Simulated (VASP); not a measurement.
# Hf (Im-3m) in VASP: a series of runs

The runs below take Hf through single point, with PBE.

Everything below comes from runs of VASP 6.6.1. Logs are shortened: lines on timing, memory, paths and dates and some standing lists are left out, and cuts for length are marked.

## 1. The cell of the first run

The structure is cubic, space group Im-3m (No. 229). Conventional cell: a = 3.614 Å, b = 3.614 Å, c = 3.614 Å, α = 90.00°, β = 90.00°, γ = 90.00°. Within 4.1 Å of Hf (site symmetry m-3m) lie 14 Hf at 3.13 to 3.61 Å.

## 2. Single point, PBE (volume scaled by 1.06)

INCAR reads:

```
SYSTEM = Hf
PREC = Accurate ; ENCUT = 520
EDIFF = 1E-6 ; ISMEAR = 0
SIGMA = 0.1 ; LREAL = .False.
LASPH = .True. ; NELM = 60
ALGO = Normal ; ISIF = 2
LWAVE = .False. ; LCHARG = .True.
GGA = PE ; LELF = .True.
LVHAR = .True. ; NBANDS = 11
```

KPOINTS reads:

```
regular mesh
0
Gamma
  16 16 16
  0 0 0
```

POSCAR reads:

```
Hf
1.0
   -1.8070726712      1.8070726712      1.8070726712
    1.8070726712     -1.8070726712      1.8070726712
    1.8070726712      1.8070726712     -1.8070726712
Hf
1
Direct
    0.0000000000      0.0000000000      0.0000000000
```

Potentials or basis: VASP PAW PBE potentials, release 64 (Hf_pv).

Started as:

```sh
cat potpaw_PBE.64/Hf_pv/POTCAR > POTCAR
mpirun -np 1 vasp_std > vasp.out
```

OUTCAR:

```text
SYSTEM = Hf
   PREC = Accurate
   ENCUT = 520
   EDIFF = 1E-6
   ISMEAR = 0
   LREAL = .False.
   LASPH = .True.
   NELM = 60
   ISIF = 2
   GGA = PE

 ion  position               nearest neighbor table
   1  0.000  0.000  0.000-

  LATTYP: Found a body centered cubic cell.
 ALAT       =     3.6141453424

  Lattice vectors:

 A1 = (  -1.8070726712,   1.8070726712,   1.8070726712)
 A2 = (   1.8070726712,  -1.8070726712,   1.8070726712)
 A3 = (   1.8070726712,   1.8070726712,  -1.8070726712)

Analysis of symmetry for initial positions (statically):
=====================================================================
 Subroutine PRICEL returns:
 Original cell was already a primitive cell.

 Routine SETGRP: Setting up the symmetry group for a
 body centered cubic supercell.

 Subroutine GETGRP returns: Found 48 space group operations
 (whereof 48 operations were pure point group operations)
 out of a pool of 48 trial point group operations.

The static configuration has the point symmetry O_h .

Analysis of symmetry for dynamics (positions and initial velocities):
=====================================================================
 Subroutine PRICEL returns:
 Original cell was already a primitive cell.

 Routine SETGRP: Setting up the symmetry group for a
 body centered cubic supercell.

 Subroutine GETGRP returns: Found 48 space group operations
 (whereof 48 operations were pure point group operations)
 out of a pool of 48 trial point group operations.

The dynamic configuration has the point symmetry O_h .

 Subroutine INISYM returns: Found 48 space group operations
 (whereof 48 operations are pure point group operations),
 and found     1 'primitive' translations

----------------------------------------------------------------------------------------

                                     Primitive cell

  volume of cell :      23.6041

  direct lattice vectors                    reciprocal lattice vectors
    -1.807072671  1.807072671  1.807072671     0.000000000  0.276690588  0.276690588
     1.807072671 -1.807072671  1.807072671     0.276690588  0.000000000  0.276690588
     1.807072671  1.807072671 -1.807072671     0.276690588  0.276690588  0.000000000

  length of vectors
     3.129941679  3.129941679  3.129941679     0.391299582  0.391299582  0.391299582

  position of ions in fractional coordinates (direct lattice)
     0.000000000  0.000000000  0.000000000

  ion indices of the primitive-cell ions
   primitive index   ion index
                 1           1

----------------------------------------------------------------------------------------

 KPOINTS: regular mesh

Automatic generation of k-mesh.
 Grid dimensions read from file:
 generate k-points for:   16   16   16

 Generating k-lattice:

  Cartesian coordinates                     Fractional coordinates (reciprocal lattice)
     0.000000000  0.017293162  0.017293162     0.062500000  0.000000000  0.000000000
     0.017293162  0.000000000  0.017293162     0.000000000  0.062500000  0.000000000
     0.017293162  0.017293162  0.000000000     0.000000000  0.000000000  0.062500000

  Length of vectors
     0.024456224  0.024456224  0.024456224

  Shift w.r.t. Gamma in fractional coordinates (k-lattice)
     0.000000000  0.000000000  0.000000000

 Subroutine IBZKPT returns following result:
 ===========================================

 Found    145 irreducible k-points:

 Following reciprocal coordinates:
            Coordinates               Weight
  0.000000  0.000000  0.000000      1.000000
  0.062500  0.000000  0.000000     12.000000
  0.125000  0.000000  0.000000     12.000000
  0.187500  0.000000  0.000000     12.000000
  0.250000  0.000000  0.000000     12.000000
  0.312500  0.000000  0.000000     12.000000
[... 16 lines left out ...]
  0.187500  0.187500  0.000000     24.000000
  0.250000  0.187500  0.000000     48.000000
 [... further k-points ...]
   k-points           NKPTS =    145   k-points in BZ     NKDIM =    145   number of bands    NBANDS=     11
   number of dos      NEDOS =    301   number of ions     NIONS =      1
   total plane-waves  NPLWV =  13824
   dimension x,y,z NGX =    24 NGY =   24 NGZ =   24
   dimension x,y,z NGXF=    48 NGYF=   48 NGZF=   48
   ions per type =               1
   NGX,Y,Z   is equivalent  to a cutoff of  12.75, 12.75, 12.75 a.u.
   NGXF,Y,Z  is equivalent  to a cutoff of  25.50, 25.50, 25.50 a.u.
 SYSTEM =  Hf
   PREC   = accura    normal or accurate (medium, high low for compatibility)
   ISTART =      0    job   : 0-new  1-cont  2-samecut
   ICHARG =      2    charge: 1-file 2-atom 10-const
   ISPIN  =      1    spin polarized calculation?
   LNONCOLLINEAR =      F non collinear calculations
   LSORBIT =      F    spin-orbit coupling
   LASPH  =      T    aspherical Exc in radial PAW
   ENCUT  =  520.0 eV  38.22 Ry    6.18 a.u.   5.82  5.82  5.82*2*pi/ulx,y,z
   NELM   =     60;   NELMIN=  2; NELMDL= -5     # of ELM steps
   EDIFF  = 0.1E-05   stopping-criterion for ELM
   LREAL  =      F    real-space projection
   EDIFFG = 0.1E-04   stopping-criterion for IOM
   NSW    =      0    number of steps for IOM
   IBRION =     -1    ionic relax: 0-MD 1-quasi-New 2-CG
   NFREE  =      0    steps in history (QN), initial steepest desc. (CG)
   ISIF   =      2    stress and relaxation
   ISYM   =      2    0-nonsym 1-usesym 2-fastsym
   POTIM  = 0.5000    time-step for ionic-motion
   TEBEG  =    0.0;   TEEND  =   0.0 temperature during run
   PSTRESS=    0.0 pullay stress
   NELECT =      10.0000    total number of electrons
   NUPDOWN=      -1.0000    fix difference up-down
   EMIN   =  10.00;   EMAX   =-10.00  energy-range for DOS
   EFERMI =   0.00;   METHOD = LEGACY
   ISMEAR =     0;   SIGMA  =   0.10  broadening in eV -4-tet -1-fermi 0-gaus
   EFERMI_NEDOS =   21; number of points for ismear=-14 and -15
   IALGO  =     38    algorithm
   IMIX   =      4    mixing-type and parameters
     AMIX     =   0.40;   BMIX     =  1.00
     AMIX_MAG =   1.60;   BMIX_MAG =  1.00
  volume/ion in A,a.u.               =      23.60       159.29
  Fermi-wavevector in a.u.,A,eV,Ry     =   1.229549  2.323511 20.569166  1.511791
  Thomas-Fermi vector in A             =   2.364432
   LORBIT       =      0    0 simple, 1 ext, 2 COOP (PROOUT), +10 PAW based schemes
   GGA     = PE    functional components
   LHFCALC =     F    Hartree Fock is set to
   AEXX    =    0.0000 exact exchange contribution
   IVDW    =     0    specifies the selected vdW correction
   LEPSILON=     F    determine dielectric tensor
   LRPA    =     F    only Hartree local field effects (RPA)
 non-spin polarized calculation
 Gauss-broadening in eV      SIGMA  =   0.10
  energy-cutoff  :      520.00
  volume of cell :       23.60
 maximum number of plane-waves:       682
   NGX = 11   NGY = 11   NGZ = 11

 number of electron      10.0000000 magnetization

 Free energy of the ion-electron system (eV)
  ---------------------------------------------------
  ext. energy  EPLUGINS =         0.00000000
  ---------------------------------------------------
  free energy    TOTEN  =        -9.72314989 eV

  energy without entropy =       -9.71359887  energy(sigma->0) =       -9.71837438

 E-fermi :   4.2190     XC(G=0): -11.0426

 val. band max:        4.2047482105   @ k =   0.2500   0.2500   0.0000
 cond. band min:       4.2282624749   @ k =   0.1875   0.1250   0.0625
 fundamental gap:      0.0235142645
 Fermi energy:         4.2190233028

 k-point     1 :       0.0000    0.0000    0.0000
  band No.  band energies     occupation
      1     -25.8211      2.00000
      2     -25.8211      2.00000
      3     -25.8211      2.00000
      4      -2.6398      2.00000
      5       5.7054      0.00000
      6       5.7054      0.00000
      7       5.7054      0.00000
      8       8.3329      0.00000
      9       8.3329      0.00000
     10      17.2513      0.00000
     11      17.2513      0.00000

 k-point     2 :       0.0625    0.0000    0.0000
  band No.  band energies     occupation
      1     -25.8487      2.00000
      2     -25.8298      2.00000
      3     -25.8212      2.00000
      4      -2.5038      2.00000
      5       5.6102      0.00000
      6       5.6692      0.00000
      7       5.8382      0.00000
      8       8.1797      0.00000
      9       8.3318      0.00000
     10      17.2860      0.00000
     11      17.3790      0.00000

 k-point     3 :       0.1250    0.0000    0.0000
  band No.  band energies     occupation
      1     -25.9263      2.00000
      2     -25.8546      2.00000
      3     -25.8214      2.00000
      4      -2.1088      2.00000
      5       5.3537      0.00000
      6       5.5142      0.00000
      7       6.2323      0.00000
      8       7.8935      0.00000
      9       8.3391      0.00000
     10      17.2855      0.00000
     11      17.6701      0.00000

 k-point     4 :       0.1875    0.0000    0.0000
  band No.  band energies     occupation
      1     -26.0404      2.00000
      2     -25.8914      2.00000
      3     -25.8217      2.00000
      4      -1.4954      2.00000
      5       5.0043      0.00000
      6       5.1830      0.00000
      7       6.8741      0.00000
      8       7.7621      0.00000
      9       8.3791      0.00000
     10      17.2821      0.00000
     11      17.7659      0.00000

 k-point     5 :       0.2500    0.0000    0.0000
  band No.  band energies     occupation
      1     -26.1720      2.00000
      2     -25.9344      2.00000
      3     -25.8221      2.00000
      4      -0.7407      2.00000
      5       4.6338      0.00000
      6       4.7772      0.00000
      7       7.7378      0.00000
      8       7.8516      0.00000
      9       8.4746      0.00000
     10      17.2160      0.00000
     11      17.2691      0.00000
[... 211 lines left out ...]
 k-point    21 :       0.3750    0.1250   -0.0000
  band No.  band energies     occupation
      1     -26.4491      2.00000
      2     -26.0667      2.00000
      3     -25.8592      2.00000
      4       1.3243      2.00000
      5       3.8684      2.00000
      6       4.5361      0.00001
      7       8.0160      0.00000
      8       9.1074      0.00000
      9      11.3242      0.00000
     10      13.4291      0.00000
     11      15.4733      0.00000

 k-point    22 :       0.4375    0.1250    0.0000
  band No.  band energies     occupation
      1     -26.4684      2.00000
      2     -26.0776      2.00000
      3     -25.8596      2.00000
      4       1.4099      2.00000
      5       3.8298      2.00000
      6       4.7041      0.00000
      7       7.9764      0.00000
      8       9.2103      0.00000
      9      11.7690      0.00000
     10      12.9882      0.00000
     11      15.2321      0.00000

 k-point    23 :       0.1875    0.1875    0.0000
  band No.  band energies     occupation
      1     -26.2873      2.00000
      2     -25.9852      2.00000
      3     -25.8700      2.00000
      4       0.3562      2.00000
      5       4.0950      1.92044
      6       4.4181      0.00486
      7       7.5869      0.00000
      8       8.9335      0.00000
      9       9.2019      0.00000
     10      15.8696      0.00000
     11      17.2932      0.00000

 k-point    24 :       0.2500    0.1875    0.0000
  band No.  band energies     occupation
      1     -26.3555      2.00000
      2     -26.0423      2.00000
      3     -25.8788      2.00000
      4       1.0962      2.00000
      5       3.8229      2.00000
      6       4.2795      0.39262
      7       7.7827      0.00000
      8       8.9728      0.00000
      9      10.2977      0.00000
     10      14.5866      0.00000
     11      17.2320      0.00000

 [... further k-points ...]

------------------------ aborting loop because EDIFF is reached ----------------------------------------

  FORCE on cell =-STRESS in cart. coord.  units (eV):
  Direction    XX          YY          ZZ          XY          YZ          ZX
  --------------------------------------------------------------------------------------
  -------------------------------------------------------------------------------------
  Total       -0.8361902     -0.8361902     -0.8361902      0.0000000     -0.0000000     -0.0000000
  in kB      -56.7582247    -56.7582247    -56.7582247      0.0000000     -0.0000000     -0.0000000
  external PRESSURE =     -56.7582247 kB  Pullay stress =       0.0000000 kB

 VOLUME and BASIS-vectors are now :
 -----------------------------------------------------------------------------
  energy-cutoff  :      520.00
  volume of cell :       23.60
      direct lattice vectors                 reciprocal lattice vectors
    -1.807072671  1.807072671  1.807072671     0.000000000  0.276690588  0.276690588
     1.807072671 -1.807072671  1.807072671     0.276690588  0.000000000  0.276690588
     1.807072671  1.807072671 -1.807072671     0.276690588  0.276690588  0.000000000

 POSITION                                       TOTAL-FORCE (eV/Angst)
 -----------------------------------------------------------------------------------
      0.00000      0.00000      0.00000        -0.000000     -0.000000      0.000000
 -----------------------------------------------------------------------------------
    total drift:                                0.000000      0.000000      0.000000

  FREE ENERGIE OF THE ION-ELECTRON SYSTEM (eV)
  ---------------------------------------------------
  free  energy   TOTEN  =        -9.7231498862 eV

  energy  without entropy=       -9.7135988722  energy(sigma->0) =       -9.71837438
```

Run time: 15 s. Hardware: 1 thread of Intel Xeon Platinum 8488C (Sapphire Rapids), shared host; peak memory 0.16 GiB.

Results:

| Quantity | Value |
| --- | --- |
| Free energy | -9.7231 eV |
| Pressure | -5.7 GPa |
| Band gap on the k mesh | zero (band 5 reaches 5.71 eV, above the bottom of band 6 at 3.53 eV) |

Levels at points of the mesh, in eV from the Fermi level:
```tsv
k point	band 1	band 2	band 3	band 4	band 5	band 6	band 7	band 8	band 9	band 10
(0.00, 0.00, 0.00)	-30.04	-30.04	-30.04	-6.86	1.49	1.49	1.49	4.11	4.11	13.03
(0.50, 0.00, 0.00)	-30.72	-30.26	-30.04	-3.21	-0.40	0.88	3.92	4.86	7.14	9.46
(0.50, 0.50, 0.50)	-30.52	-30.52	-30.52	-2.35	-2.35	6.38	6.38	6.38	6.82	6.82
```

Caveat: spin-orbit coupling is left out, which moves the levels of the heavy elements.

## 3. Single point, PBE (volume scaled by 1.10)

INCAR reads:

```
PREC = Accurate
ENCUT = 520
EDIFF = 1E-7
ISMEAR = 0
SIGMA = 0.1
LREAL = False
LASPH = True
NELM = 100
ALGO = Normal
ISIF = 2
LWAVE = False
LCHARG = False
GGA = PE
NBANDS = 11
```

KPOINTS reads:

```
regular mesh
0
Gamma
  16 16 16
```

POSCAR reads:

```
Hf
1.0
   -1.8295230745      1.8295230745      1.8295230745
    1.8295230745     -1.8295230745      1.8295230745
    1.8295230745      1.8295230745     -1.8295230745
Hf
1
Direct
    0.0000000000      0.0000000000      0.0000000000
```

Potentials or basis: VASP PAW PBE potentials, release 64 (Hf_pv).

Started as:

```sh
cat potpaw_PBE.64/Hf_pv/POTCAR > POTCAR
mpirun -np 1 vasp_std > vasp.out
```

Run time: 14 s. Hardware: 1 thread of Intel Xeon Platinum 8488C (Sapphire Rapids), shared host; peak memory 0.16 GiB.

It converged, with:

```yaml
Free_energy: -9.6837 eV
Pressure: -8.5 GPa
Band_gap_on_the_k_mesh: zero (band 5 reaches 5.43 eV, above the bottom of band 6 at 3.31 eV)
```

Levels at points of the mesh, in eV from the Fermi level:
```tsv
k point	band 2	band 3	band 4	band 5	band 6	band 7	band 8	band 9
(0.00, 0.00, 0.00)	-30.19	-30.19	-6.74	1.45	1.45	1.45	3.97	3.97
(0.50, 0.00, 0.00)	-30.39	-30.19	-3.11	-0.36	0.76	3.76	4.67	6.82
(0.50, 0.50, 0.50)	-30.62	-30.62	-2.21	-2.21	6.11	6.11	6.11	6.54
```

Caveat: spin-orbit coupling is left out, which moves the levels of the heavy elements.

## 4. Single point, PBE (strained)

INCAR reads:

```
SYSTEM = Hf
PREC = Accurate ; ENCUT = 520
EDIFF = 1E-6 ; ISMEAR = 0
SIGMA = 0.1 ; LREAL = .False.
LASPH = .True. ; NELM = 60
ALGO = Normal ; ISIF = 2
LWAVE = .False. ; LCHARG = .False.
GGA = PE ; NBANDS = 11
```

KPOINTS reads:

```
regular mesh
0
Gamma
  16 16 16
  0 0 0
```

POSCAR reads:

```
Hf
1.0
   -1.7705425500      1.7705425500      1.7705425500
    1.7705425500     -1.7705425500      1.7705425500
    1.7705425500      1.7705425500     -1.7705425500
Hf
1
Direct
    0.0000000000      0.0000000000      0.0000000000
```

Started as:

```sh
cat potpaw_PBE.64/Hf_pv/POTCAR > POTCAR
mpirun -np 1 vasp_std > vasp.out
```

Wall time 27 s (1 thread of AMD EPYC 9R45 (Zen 5), shared host); peak memory 0.13 GiB.

Results (log left out):

* Free energy: -9.7492 eV
* Pressure: 0.0 GPa
* Band gap on the k mesh: zero (band 5 reaches 6.16 eV, above the bottom of band 6 at 3.88 eV)

Levels at points of the mesh, in eV from the Fermi level:
| k point | band 2 | band 3 | band 4 | band 5 | band 6 | band 7 | band 8 | band 9 |
| --- | --- | --- | --- | --- | --- | --- | --- | --- |
| (0.00, 0.00, 0.00) | -29.80 | -29.80 | -7.06 | 1.54 | 1.54 | 1.54 | 4.34 | 4.34 |
| (0.50, 0.00, 0.00) | -30.07 | -29.80 | -3.39 | -0.50 | 1.10 | 4.18 | 5.19 | 7.68 |
| (0.50, 0.50, 0.50) | -30.39 | -30.39 | -2.60 | -2.60 | 6.84 | 6.84 | 6.84 | 7.29 |

Caveat: the cell differs from its parent crystal (strained); spin-orbit coupling is left out, which moves the levels of the heavy elements.

## 5. Single point, PBE (strained)

INCAR reads:

```
SYSTEM = Hf
ALGO     = Normal         ! electronic algorithm
EDIFF    = 1E-6           ! SCF threshold, eV
ENCUT    = 520            ! plane-wave cutoff, eV
GGA      = PE             ! functional
ISIF     = 2              ! what is computed and relaxed
ISMEAR   = 0              ! smearing method
LASPH    = .TRUE.         ! aspherical terms in the spheres
LCHARG   = .TRUE.         ! write CHGCAR
LELF     = .TRUE.         ! ELF
LREAL    = .FALSE.        ! projectors in reciprocal space
LVHAR    = .TRUE.       
LWAVE    = .FALSE.        ! write WAVECAR
NBANDS   = 11             ! bands
NELM     = 80             ! most SCF steps
PREC     = Accurate       ! precision mode
SIGMA    = 0.1            ! smearing width, eV
```

KPOINTS reads:

```
k-points
0
G
  16 16 16
  0 0 0
```

POSCAR reads:

```
Hf
1.0
   -1.7886467000      1.7886467000      1.7886467000
    1.7886467000     -1.7886467000      1.7886467000
    1.7886467000      1.7886467000     -1.7886467000
Hf
1
Direct
    0.0000000000      0.0000000000      0.0000000000
```

Started as:

```sh
cat potpaw_PBE.64/Hf_pv/POTCAR > POTCAR
mpirun -np 1 vasp_std > vasp.out
```

Wall time 28 s (1 thread of AMD EPYC 9R45 (Zen 5), shared host); peak memory 0.13 GiB.

Results (log left out):

```
Free energy            : -9.7426 eV
Pressure               : -3.0 GPa
Band gap on the k mesh : zero (band 5 reaches 5.93 eV, above the bottom of band 6 at 3.70 eV)
```

Levels at points of the mesh, in eV from the Fermi level:
```csv
k point,band 2,band 3,band 4,band 5,band 6,band 7,band 8,band 9
"(0.00, 0.00, 0.00)",-29.92,-29.92,-6.96,1.52,1.52,1.52,4.23,4.23
"(0.50, 0.00, 0.00)",-30.17,-29.92,-3.30,-0.45,0.98,4.05,5.03,7.41
"(0.50, 0.50, 0.50)",-30.45,-30.45,-2.47,-2.47,6.61,6.61,6.61,7.05
```

Caveat: the cell differs from its parent crystal (strained); spin-orbit coupling is left out, which moves the levels of the heavy elements.

## 6. Summary

```csv
cell,gap on the mesh (eV),pressure (GPa)
"a = 3.130 Å, angles 109.5°, 1 atom",none,-5.7
"a = 3.169 Å, angles 109.5°, 1 atom",none,-8.5
"a = 3.067 Å, angles 109.5°, 1 atom",none,0.0
"a = 3.098 Å, angles 109.5°, 1 atom",none,-3.0
```

Alike in all rows: task single point; level PBE; potentials or basis VASP PAW PBE potentials, release 64 (Hf_pv); no spin polarisation; k mesh 16 × 16 × 16; cutoff (eV) 520; smearing gaussian 0.1 eV.

Caveats: spin-orbit coupling is left out, which moves the levels of the heavy elements.

Total energies depend on the potentials used, so only differences within one code and one set of settings carry meaning.
